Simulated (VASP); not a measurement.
# MnO2 (Pmmn) in VASP: settings compared, part 2 of 2

VASP 6.6.1. Earlier steps stand in the parts before.

## Step 4: Single point, PBEsol, collinear spin, ferromagnetic start

The input, INCAR:

```
PREC     = Accurate       # precision mode
ENCUT    = 520            # plane-wave cutoff, eV
EDIFF    = 1E-6           # SCF threshold, eV
ISMEAR   = -1             # smearing method
SIGMA    = 0.05           # smearing width, eV
LREAL    = False          # projectors in reciprocal space
LASPH    = True           # aspherical terms in the spheres
NELM     = 150            # most SCF steps
ALGO     = Normal         # electronic algorithm
ISIF     = 2              # what is computed and relaxed
LWAVE    = False          # write WAVECAR
LCHARG   = False          # write CHGCAR
ISPIN    = 2              # spin polarisation
MAGMOM   = 8 8 0 0 0 0    # initial moments
LORBIT   = 11             # projections on sites
NUPDOWN  = 16.0           # fixed moment
LMAXMIX  = 4              # l up to which the mixer works
GGA      = PS             # functional
NBANDS   = 38             # bands
```

The input, KPOINTS:

```
regular mesh
0
Gamma
  8 6 4
```

The input, POSCAR:

```
MnO2
1.0
    2.9041580000      0.0000000000      0.0000000000
    0.0000000000      3.8448100000      0.0000000000
    0.0000000000      0.0000000000      6.1642640000
Mn O
2 4
Direct
    0.5000000000      0.5000000000      0.3433015000
    0.0000000000      0.0000000000      0.6566985000
    0.5000000000      0.0000000000      0.8375675000
    0.0000000000      0.5000000000      0.1624325000
    0.5000000000      0.0000000000      0.4217995000
    0.0000000000      0.5000000000      0.5782005000
```

Potentials or basis: VASP PAW PBE potentials, release 64 (Mn_pv, O).

Command:

```sh
cat potpaw_PBE.64/Mn_pv/POTCAR potpaw_PBE.64/O/POTCAR > POTCAR
mpirun -np 1 vasp_std > vasp.out
```

OUTCAR:

```text
PREC = Accurate
   ENCUT = 520
   EDIFF = 1E-6
   ISMEAR = -1
   LREAL = False
   LASPH = True
   NELM = 150
   ISIF = 2
   ISPIN = 2
   LORBIT = 11
   NUPDOWN = 16.0
   GGA = PS

 ion  position               nearest neighbor table
   1  0.500  0.500  0.343-   4 1.83   4 1.83   5 1.98   5 1.98   6 2.05   6 2.05   2 3.09   2 3.09
                             2 3.09   2 3.09
   2  0.000  0.000  0.657-   3 1.83   3 1.83   6 1.98   6 1.98   5 2.05   5 2.05   1 3.09   1 3.09
                             1 3.09   1 3.09
   3  0.500  0.000  0.838-   2 1.83   2 1.83
   4  0.000  0.500  0.162-   1 1.83   1 1.83
   5  0.500  0.000  0.422-   1 1.98   1 1.98   2 2.05   2 2.05
   6  0.000  0.500  0.578-   2 1.98   2 1.98   1 2.05   1 2.05

[... 2168 lines left out ...]
      1.45208      1.92240      2.11620         0.000000      0.000000      1.192820
      0.00000      0.00000      4.04806         0.000000      0.000000     -1.192820
      1.45208      0.00000      5.16299         0.000000      0.000000      5.784590
      0.00000      1.92240      1.00128         0.000000      0.000000     -5.784590
      1.45208      0.00000      2.60008         0.000000      0.000000     -0.635778
      0.00000      1.92240      3.56418         0.000000      0.000000      0.635778
 -----------------------------------------------------------------------------------
    total drift:                                0.000000      0.000000      0.000000

  FREE ENERGIE OF THE ION-ELECTRON SYSTEM (eV)
  ---------------------------------------------------
  free  energy   TOTEN  =       -24.2477335341 eV

  energy  without entropy=      -24.2214852216  energy(sigma->0) =      -24.23460938

 total charge

# of ion       s       p       d       tot
------------------------------------------
    1        0.321   6.348   5.244  11.912
    2        0.321   6.348   5.244  11.912
    3        1.637   3.120   0.000   4.756
    4        1.637   3.120   0.000   4.756
    5        1.620   3.264   0.000   4.883
    6        1.620   3.264   0.000   4.883
--------------------------------------------------
tot          7.153  25.463  10.487  43.104

 magnetization (x)

# of ion       s       p       d       tot
------------------------------------------
    1        0.045   0.086   4.358   4.489
    2        0.045   0.086   4.358   4.489
    3        0.055   1.327   0.000   1.382
    4        0.055   1.327   0.000   1.382
    5        0.058   1.009   0.000   1.067
    6        0.058   1.009   0.000   1.067
--------------------------------------------------
tot          0.315   4.844   8.716  13.875
```

It took 3.5 min on 1 thread of Intel Xeon Platinum 8375C at 2.90GHz (Ice Lake), shared host; peak memory 0.35 GiB.

Results:

```
Free energy                                           : -24.2477 eV
Pressure                                              : 74.5 GPa
Largest force                                         : 5.785 eV/Å
Net moment                                            : 16.00 μB per cell
Site moments                                          : Mn +4.49; O +1.38, +1.07 μB
Valence electrons inside the program's atomic spheres : Mn 11.91; O 4.76, 4.88
```

Forces in eV/Å, atoms in the order of the input:
```
Mn   0.000  0.000  1.193
Mn   0.000  0.000 -1.193
O    0.000  0.000  5.785
O    0.000  0.000 -5.785
O    0.000  0.000 -0.636
O    0.000  0.000  0.636
```

Caveat: the PAW data sets were made with another functional, which shifts forces and pressure a little; the total moment is fixed, so each spin has its own Fermi level; only a ferromagnetic start was run, and an antiferromagnetic order may lie lower in energy.

## Step 5: Single point, LDA, collinear spin, ferromagnetic start

The input, INCAR:

```
SYSTEM = MnO2
PREC = Accurate ; ENCUT = 520
EDIFF = 1E-7 ; ISMEAR = -1
SIGMA = 0.005 ; LREAL = .FALSE.
LASPH = .TRUE. ; NELM = 150
ALGO = Normal ; ISIF = 2
LWAVE = .FALSE. ; LCHARG = .FALSE.
ISPIN = 2 ; MAGMOM = 4 4 0 0 0 0
LORBIT = 11 ; LMAXMIX = 4
GGA = CA ; NBANDS = 38
```

The input, KPOINTS:

```
Automatic mesh
0
G
  8 6 4
  0 0 0
```

POSCAR is that of step 4.

Potentials or basis: VASP PAW LDA potentials, release 64 (Mn_pv, O).

Command:

```sh
cat potpaw_LDA.64/Mn_pv/POTCAR potpaw_LDA.64/O/POTCAR > POTCAR
mpirun -np 1 vasp_std > vasp.out
```

OUTCAR:

```text
SYSTEM = MnO2
   PREC = Accurate
   ENCUT = 520
   EDIFF = 1E-7
   ISMEAR = -1
   LREAL = .FALSE.
   LASPH = .TRUE.
   NELM = 150
   ISIF = 2
   ISPIN = 2
   LORBIT = 11
   GGA = CA

 ion  position               nearest neighbor table
   1  0.500  0.500  0.343-   4 1.83   4 1.83   5 1.98   5 1.98   6 2.05   6 2.05   2 3.09   2 3.09
                             2 3.09   2 3.09
   2  0.000  0.000  0.657-   3 1.83   3 1.83   6 1.98   6 1.98   5 2.05   5 2.05   1 3.09   1 3.09
                             1 3.09   1 3.09
   3  0.500  0.000  0.838-   2 1.83   2 1.83
   4  0.000  0.500  0.162-   1 1.83   1 1.83
   5  0.500  0.000  0.422-   1 1.98   1 1.98   2 2.05   2 2.05
   6  0.000  0.500  0.578-   2 1.98   2 1.98   1 2.05   1 2.05

  LATTYP: Found a simple orthorhombic cell.
 ALAT       =     2.9041580000
 B/A-ratio  =     1.3238983554
 C/A-ratio  =     2.1225649569

  Lattice vectors:

 A1 = (   2.9041580000,   0.0000000000,   0.0000000000)
 A2 = (   0.0000000000,   3.8448100000,   0.0000000000)
 A3 = (   0.0000000000,   0.0000000000,   6.1642640000)

Analysis of symmetry for initial positions (statically):
=====================================================================
 Subroutine PRICEL returns:
 Original cell was already a primitive cell.

 Routine SETGRP: Setting up the symmetry group for a
 simple orthorhombic supercell.

 Subroutine GETGRP returns: Found  8 space group operations
 (whereof  4 operations were pure point group operations)
 out of a pool of  8 trial point group operations.

The static configuration has the point symmetry C_2v.
 The point group associated with its full space group is D_2h.

Analysis of symmetry for dynamics (positions and initial velocities):
=====================================================================
 Subroutine PRICEL returns:
 Original cell was already a primitive cell.

 Routine SETGRP: Setting up the symmetry group for a
 simple orthorhombic supercell.

 Subroutine GETGRP returns: Found  8 space group operations
 (whereof  4 operations were pure point group operations)
 out of a pool of  8 trial point group operations.

The dynamic configuration has the point symmetry C_2v.
 The point group associated with its full space group is D_2h.

Analysis of structural, dynamic, and magnetic symmetry:
=====================================================================
 Subroutine PRICEL returns:
 Original cell was already a primitive cell.

 Routine SETGRP: Setting up the symmetry group for a
 simple orthorhombic supercell.

 Subroutine GETGRP returns: Found  8 space group operations
 (whereof  4 operations were pure point group operations)
 out of a pool of  8 trial point group operations.

The overall configuration has the point symmetry C_2v.
 The point group associated with its full space group is D_2h.

 Subroutine INISYM returns: Found  8 space group operations
 (whereof  4 operations are pure point group operations),
 and found     1 'primitive' translations

----------------------------------------------------------------------------------------

                                     Primitive cell

  volume of cell :      68.8298

  direct lattice vectors                    reciprocal lattice vectors
     2.904158000  0.000000000  0.000000000     0.344333883  0.000000000  0.000000000
     0.000000000  3.844810000  0.000000000     0.000000000  0.260090876  0.000000000
     0.000000000  0.000000000  6.164264000     0.000000000  0.000000000  0.162225369
[... 101 lines left out ...]
   TEBEG  =    0.0;   TEEND  =   0.0 temperature during run
   PSTRESS=    0.0 pullay stress
   NELECT =      50.0000    total number of electrons
   NUPDOWN=      -1.0000    fix difference up-down
   EMIN   =  10.00;   EMAX   =-10.00  energy-range for DOS
   EFERMI =   0.00;   METHOD = LEGACY
   ISMEAR =    -1;   SIGMA  =   0.01  broadening in eV -4-tet -1-fermi 0-gaus
   EFERMI_NEDOS =   21; number of points for ismear=-14 and -15
   IALGO  =     38    algorithm
   IMIX   =      4    mixing-type and parameters
     AMIX     =   0.40;   BMIX     =  1.00
     AMIX_MAG =   1.60;   BMIX_MAG =  1.00
  volume/ion in A,a.u.               =      11.47        77.41
  Fermi-wavevector in a.u.,A,eV,Ry     =   1.471655  2.781025 29.467074  2.165769
  Thomas-Fermi vector in A             =   2.586765
   LORBIT       =     11    0 simple, 1 ext, 2 COOP (PROOUT), +10 PAW based schemes
   GGA     = CA    functional components
   LHFCALC =     F    Hartree Fock is set to
   AEXX    =    0.0000 exact exchange contribution
   IVDW    =     0    specifies the selected vdW correction
   LEPSILON=     F    determine dielectric tensor
   LRPA    =     F    only Hartree local field effects (RPA)
 spin polarized calculation
  energy-cutoff  :      520.00
  volume of cell :       68.83
 maximum number of plane-waves:      1888
 NGX is ok and might be reduce to    24
   NGX = 11   NGY = 15   NGZ = 23

 number of electron      49.9999974 magnetization       6.0001190

 Free energy of the ion-electron system (eV)
  ---------------------------------------------------
  ext. energy  EPLUGINS =         0.00000000
  ---------------------------------------------------
  free energy    TOTEN  =       -51.37258040 eV

  energy without entropy =      -51.37250517  energy(sigma->0) =      -51.37254279

 E-fermi :   2.8722     XC(G=0): -11.1851

 val. band max:        2.8290452109   @ k =   0.2500   0.0000   0.0000
 cond. band min:       2.8723299907   @ k =   0.2500   0.0000   0.2500
 fundamental gap:      0.0432847799
 Fermi energy:         2.8722316634

 spin component 1

 k-point     1 :       0.0000    0.0000    0.0000
  band No.  band energies     occupation
      1     -47.2325      1.00000
      2     -47.2192      1.00000
      3     -47.2117      1.00000
      4     -47.2036      1.00000
      5     -47.1985      1.00000
      6     -47.1867      1.00000
[... 949 lines left out ...]
     36      15.3307      0.00000
     37      16.0821      0.00000

 [... further k-points ...]

 spin component 2

 k-point     1 :       0.0000    0.0000    0.0000
  band No.  band energies     occupation
      1     -44.5666      1.00000
      2     -44.5512      1.00000
      3     -44.4145      1.00000
      4     -44.3755      1.00000
      5     -44.3728      1.00000
      6     -44.3386      1.00000
[... 949 lines left out ...]
     36      15.7339      0.00000
     37      16.4916      0.00000

 [... further k-points ...]

 [bands above 37 left out]

------------------------ aborting loop because EDIFF is reached ----------------------------------------

  FORCE on cell =-STRESS in cart. coord.  units (eV):
  Direction    XX          YY          ZZ          XY          YZ          ZX
  --------------------------------------------------------------------------------------
  -------------------------------------------------------------------------------------
  Total      -10.4470362     -7.0225899     -6.6733877      0.0000000      0.0000000      0.0000000
  in kB     -243.1797048   -163.4675437   -155.3390276      0.0000000      0.0000000      0.0000000
  external PRESSURE =    -187.3287587 kB  Pullay stress =       0.0000000 kB

 VOLUME and BASIS-vectors are now :
 -----------------------------------------------------------------------------
  energy-cutoff  :      520.00
  volume of cell :       68.83
      direct lattice vectors                 reciprocal lattice vectors
     2.904158000  0.000000000  0.000000000     0.344333883  0.000000000  0.000000000
     0.000000000  3.844810000  0.000000000     0.000000000  0.260090876  0.000000000
     0.000000000  0.000000000  6.164264000     0.000000000  0.000000000  0.162225369

 POSITION                                       TOTAL-FORCE (eV/Angst)
 -----------------------------------------------------------------------------------
      1.45208      1.92240      2.11620         0.000000      0.000000     -0.323710
      0.00000      0.00000      4.04806         0.000000      0.000000      0.323710
      1.45208      0.00000      5.16299         0.000000      0.000000     -1.428150
      0.00000      1.92240      1.00128         0.000000      0.000000      1.428150
      1.45208      0.00000      2.60008         0.000000      0.000000      0.379730
      0.00000      1.92240      3.56418         0.000000      0.000000     -0.379730
 -----------------------------------------------------------------------------------
    total drift:                                0.000000      0.000000      0.000000

  FREE ENERGIE OF THE ION-ELECTRON SYSTEM (eV)
  ---------------------------------------------------
  free  energy   TOTEN  =       -51.3725803991 eV

  energy  without entropy=      -51.3725051734  energy(sigma->0) =      -51.37254279

 total charge

# of ion       s       p       d       tot
------------------------------------------
    1        0.331   6.393   4.924  11.648
    2        0.331   6.393   4.924  11.648
    3        1.579   3.310   0.000   4.889
    4        1.579   3.310   0.000   4.889
    5        1.557   3.403   0.000   4.960
    6        1.557   3.403   0.000   4.960
--------------------------------------------------
tot          6.933  26.212   9.848  42.993

 magnetization (x)

# of ion       s       p       d       tot
------------------------------------------
    1        0.021   0.022   2.677   2.720
    2        0.021   0.022   2.677   2.720
    3        0.004   0.141   0.000   0.145
    4        0.004   0.141   0.000   0.145
    5        0.008   0.000   0.000   0.008
    6        0.008   0.000   0.000   0.008
--------------------------------------------------
tot          0.066   0.327   5.354   5.747
```

Run time: 3.2 min. Hardware: 1 thread of Intel Xeon 6975P-C (Granite Rapids), shared host; peak memory 0.3 GiB.

Results:

| Property | Result |
| --- | --- |
| Free energy | -51.3726 eV |
| Pressure | -18.7 GPa |
| Largest force | 1.428 eV/Å |
| Band gap on the k mesh | zero (filled and empty bands overlap) |
| Net moment | 6.00 μB per cell |
| Site moments | Mn +2.72; O +0.14, +0.01 μB |
| Valence electrons inside the program's atomic spheres | Mn 11.65; O 4.89, 4.96 |

Forces on the atoms (eV/Å):
```
Mn   0.000  0.000 -0.324
Mn   0.000  0.000  0.324
O    0.000  0.000 -1.428
O    0.000  0.000  1.428
O    0.000  0.000  0.380
O    0.000  0.000 -0.380
```

Caveat: semilocal functionals often make such compounds metallic where correlation or magnetic order opens a gap, which also shifts bond lengths; only a ferromagnetic start was run, and an antiferromagnetic order may lie lower in energy; forces of over 1 eV/Å act on the atoms, so gaps and moduli don't describe the material at rest.

## Step 6: Single point, PBEsol

The input, INCAR:

```
SYSTEM = MnO2
  PREC = Accurate
  ENCUT = 520
  EDIFF = 1E-6
  ISMEAR = -1
  SIGMA = 0.05
  LREAL = .FALSE.
  LASPH = .TRUE.
  NELM = 100
  ALGO = Normal
  ISIF = 2
  LWAVE = .FALSE.
  LCHARG = .FALSE.
  GGA = PS
  NBANDS = 34
```

The input, KPOINTS:

```
regular mesh
0
G
  9 7 5
  0 0 0
```

POSCAR is that of step 5.

Potentials or basis: VASP PAW PBE potentials, release 64 (Mn_pv, O).

Command:

```sh
cat potpaw_PBE.64/Mn_pv/POTCAR potpaw_PBE.64/O/POTCAR > POTCAR
mpirun -np 1 vasp_std > vasp.out
```

Wall time 99 s (1 thread of Intel Xeon Platinum 8259CL at 2.50GHz (Skylake/Cascade Lake), shared host); peak memory 0.25 GiB.

It converged, with:

```yaml
Free_energy: -47.7920 eV
Pressure: -22.0 GPa
Largest_force: 3.144 eV/Å
Band_gap_on_the_k_mesh: zero (band 25 reaches 3.32 eV, above the bottom of band 26 at 2.97 eV)
```

Forces on the atoms (eV/Å):
```
Mn   0.000  0.000 -2.215
Mn   0.000  0.000  2.215
O    0.000  0.000 -3.144
O    0.000  0.000  3.144
O    0.000  0.000  0.459
O    0.000  0.000 -0.459
```

Stress tensor (GPa, compression positive):
```
-27.40   0.00   0.00
  0.00 -16.90   0.00
  0.00   0.00 -21.62
```

Levels at points of the mesh, in eV from the Fermi level:
| k point | band 22 | band 23 | band 24 | band 25 | band 26 | band 27 | band 28 | band 29 |
| --- | --- | --- | --- | --- | --- | --- | --- | --- |
| (0.00, 0.00, 0.00) | -1.89 | -0.92 | -0.50 | -0.11 | 0.07 | 0.75 | 1.16 | 1.24 |

Caveat: the PAW data sets were made with another functional, which shifts forces and pressure a little; the run has no spin polarisation, though such a crystal can be magnetic; semilocal functionals often make such compounds metallic where correlation or magnetic order opens a gap, which also shifts bond lengths.

## Step 7: The runs side by side

```csv
level,potentials or basis,spin,fixed moment (μB),k mesh,smearing,gap on the mesh (eV),pressure (GPa),moment (μB),largest force (eV/Å)
PBE,"VASP PAW PBE potentials, release 64 (Mn_pv, O)","collinear, ferrimagnetic start",-,9 × 7 × 5,fermi-dirac 0.05 eV,0.18,-6.9,0.00,0.68
PBE,"VASP PAW PBE potentials, release 64 (Mn_pv, O)","collinear, ferromagnetic start",8.0,8 × 6 × 4,fermi-dirac 0.05 eV,-,6.7,8.00,0.87
PBEsol,"VASP PAW PBE potentials, release 64 (Mn_pv, O)","collinear, ferromagnetic start",16.0,8 × 6 × 4,fermi-dirac 0.05 eV,-,74.5,16.00,5.78
LDA,"VASP PAW LDA potentials, release 64 (Mn_pv, O)","collinear, ferromagnetic start",-,8 × 6 × 4,fermi-dirac 0.005 eV,none,-18.7,6.00,1.43
PBEsol,"VASP PAW PBE potentials, release 64 (Mn_pv, O)",off,-,9 × 7 × 5,fermi-dirac 0.05 eV,none,-22.0,-,3.14
```

Alike in all rows: task single point; cell as given; cutoff (eV) 520.

Caveats: the total moment is fixed, so each spin has its own Fermi level (some runs); the PAW data sets were made with another functional, which shifts forces and pressure a little (some runs); semilocal functionals often make such compounds metallic where correlation or magnetic order opens a gap, which also shifts bond lengths (some runs); forces of over 1 eV/Å act on the atoms, so gaps and moduli don't describe the material at rest (some runs).

Absolute energies hang on the potentials; compare differences alone.
